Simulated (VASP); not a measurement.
Write the native input for VASP 6.6.1 that does the following.

```
Task                   : single point
Functional             : r2SCAN
Potentials or basis    : VASP PAW PBE potentials, release 64 (Sc_sv, Al)
Cutoff                 : 520 eV
k mesh                 : 5 × 5 × 5
Occupations            : fermi-dirac, width 0.1 eV
Spin                   : no spin polarisation
Dipole correction      : no
Further INCAR settings : ALGO = Normal; EDIFF = 1e-07; NBANDS = 26
```

Crystal: Sc3Al.

```xyz
4
Lattice="4.4320 0.0000 0.0000 0.0000 4.4320 0.0000 0.0000 0.0000 4.4320" Properties=species:S:1:pos:R:3 pbc="T T T"
Sc    2.2160    0.0000    2.2160
Sc    0.0000    2.2160    2.2160
Sc    2.2160    2.2160    0.0000
Al    0.0000    0.0000    0.0000
```

One way to write it, as run:

POSCAR

```
Sc3Al
1.0
    4.4319880000      0.0000000000      0.0000000000
    0.0000000000      4.4319880000      0.0000000000
    0.0000000000      0.0000000000      4.4319880000
Sc Al
3 1
Direct
    0.5000000000      0.0000000000      0.5000000000
    0.0000000000      0.5000000000      0.5000000000
    0.5000000000      0.5000000000      0.0000000000
    0.0000000000      0.0000000000      0.0000000000
```

INCAR.step1

```
SYSTEM = Sc3Al
PREC     = Accurate       ! precision mode
ENCUT    = 520            ! plane-wave cutoff, eV
ISMEAR   = -1             ! smearing method
SIGMA    = 0.1            ! smearing width, eV
LREAL    = .False.        ! projectors in reciprocal space
LASPH    = .True.         ! aspherical terms in the spheres
NELM     = 100            ! most SCF steps
NBANDS   = 26             ! bands
GGA      = PE             ! functional
ALGO     = Normal         ! electronic algorithm
EDIFF    = 1E-4           ! SCF threshold, eV
LWAVE    = .True.         ! write WAVECAR
LCHARG   = .False.        ! write CHGCAR
```

INCAR.step2

```
SYSTEM = Sc3Al
PREC     = Accurate       ! precision mode
ENCUT    = 520            ! plane-wave cutoff, eV
EDIFF    = 1E-7           ! SCF threshold, eV
ISMEAR   = -1             ! smearing method
SIGMA    = 0.1            ! smearing width, eV
LREAL    = .False.        ! projectors in reciprocal space
LASPH    = .True.         ! aspherical terms in the spheres
NELM     = 100            ! most SCF steps
ALGO     = Normal         ! electronic algorithm
ISIF     = 2              ! what is computed and relaxed
LWAVE    = .False.        ! write WAVECAR
LCHARG   = .True.         ! write CHGCAR
METAGGA  = R2SCAN         ! meta-GGA
LMIXTAU  = .True.       
LELF     = .True.         ! ELF
LVHAR    = .True.       
NBANDS   = 26             ! bands
ISTART   = 1
```

KPOINTS

```
regular mesh
0
Gamma
  5 5 5
  0 0 0
```

Potentials or basis: VASP PAW PBE potentials, release 64 (Sc_sv, Al).

Run with:

```sh
$ cat potpaw_PBE.64/Sc_sv/POTCAR potpaw_PBE.64/Al/POTCAR > POTCAR
$ cp INCAR.step1 INCAR
$ mpirun -np 1 vasp_std > vasp.out
$ cp INCAR.step2 INCAR
$ mpirun -np 1 vasp_std > vasp.out
```

Results of the run:

```yaml
Pressure: 0.2 GPa
Band_gap_on_the_k_mesh: zero (band 18 reaches 5.04 eV, above the bottom of band 19 at 4.06 eV)
```

Caveat: the PAW data sets were made with another functional, which shifts forces and pressure a little.

Run time: 100 s on 1 thread of Intel(R) Xeon(R) Platinum 8488C (Sapphire Rapids) (shared host), peak memory 0.21 GiB.
